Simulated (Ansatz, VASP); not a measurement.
# One calculation of Si, two programs

File INCAR:

```
ALGO = Normal
EDIFF = 1E-8
ENCUT = 520
GGA = CA
ISIF = 2
ISMEAR = -1
LASPH = T
LCHARG = F
LEFG = T
LREAL = F
LWAVE = F
NBANDS = 11
NELM = 100
PREC = Accurate
SIGMA = 0.08
```

Contents of KPOINTS:

```
k-points
0
Gamma
  12 12 12
```

POSCAR

```
Si
1.0
    0.0000000000      2.7063880927      2.7063880927
    2.7063880927      0.0000000000      2.7063880927
    2.7063880927      2.7063880927      0.0000000000
Si
2
Direct
    0.5000000000      0.5000000000      0.5000000000
    0.7500000000      0.7500000000      0.7500000000
```

Input for Ansatz:

```yaml
crystal:
  lattice:
    - [0.0, 2.7063880927, 2.7063880927]
    - [2.7063880927, 0.0, 2.7063880927]
    - [2.7063880927, 2.7063880927, 0.0]
  atoms:
    - { symbol: Si, position: [0.5, 0.5, 0.5] }
    - { symbol: Si, position: [0.75, 0.75, 0.75] }
kpoints:
  mp_grid: { grid: [12, 12, 12] }
scf:
  occupations: { method: fermi_dirac, width: 0.08 }
hamiltonian:
  xc: lda
  pseudopotentials: { kind: paw }
output:
  forces: true
  stress: true
  eigenvalues: true
  efg: { contact_densities: true }
```

Change from the starting cell: volume scaled by 0.99, PAW files.

Alike in both runs: task electric field gradients; functional LDA; k mesh 12 × 12 × 12; occupations fermi-dirac, width 0.08 eV; no spin polarisation.

|  | VASP | Ansatz |
| --- | --- | --- |
| version | VASP 6.6.1 | Ansatz 0.2.0 |
| potentials or method | VASP PAW LDA potentials, release 64 (Si) | PAW with Ansatz's default frozen-core files, scalar-relativistic |
| plane-wave cutoff (eV) | 520 | 420 |
| valence electrons in the cell | 8 | 8 |

Ansatz gave:

| Item | Value |
| --- | --- |
| pressure (GPa) | -0.6 |

Q: What did VASP give for the same quantities?

A: Pressure (GPa): -0.5.

LDA's correlation is that of Perdew and Zunger in VASP and of Perdew and Wang (1992) in Ansatz.
